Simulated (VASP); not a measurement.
**Pt: single point with PBEsol**

Crystal: Pt.

```
Pt
1.0
     0.00000    1.96090    1.96090
     1.96090    0.00000    1.96090
     1.96090    1.96090    0.00000
Pt
1
Direct
  0.00000 0.00000 0.00000
```

```
Program                : VASP 6.6.1
Task                   : single point
Functional             : PBEsol
Potentials or basis    : VASP PAW PBE potentials, release 64 (Pt)
Cutoff                 : 500 eV
k mesh                 : 10 × 10 × 10
Occupations            : methfessel-paxton, width 0.1 eV
Spin                   : no spin polarisation
Dipole correction      : no
Further INCAR settings : ALGO = Normal; EDIFF = 1e-06; NBANDS = 11
```

```yaml
Pressure: -1.2 GPa
Band_gap_on_the_k_mesh: zero (band 5 reaches 11.60 eV, above the bottom of band 6 at 9.39 eV)
```

Levels at points of the mesh, in eV from the Fermi level:
```tsv
k point	band 1	band 2	band 3	band 4	band 5	band 6	band 7	band 8	band 9	band 10
(0.00, 0.00, 0.00)	-10.30	-3.81	-3.81	-3.81	-1.63	-1.63	14.62	19.58	19.58	19.58
(0.50, 0.00, 0.00)	-7.37	-3.87	-3.87	-0.55	0.04	0.04	5.80	14.17	18.94	18.94
(0.50, 0.50, 0.00)	-7.11	-6.65	0.02	0.49	0.49	1.71	8.83	11.33	11.33	20.09
```

Wall time 12 s on 1 thread of Intel Xeon 8259CL, on a shared host, peak memory 0.13 GiB.

Caveat: the PAW data sets were made with another functional, which shifts forces and pressure a little; spin-orbit coupling is left out, which moves the levels of the heavy elements.
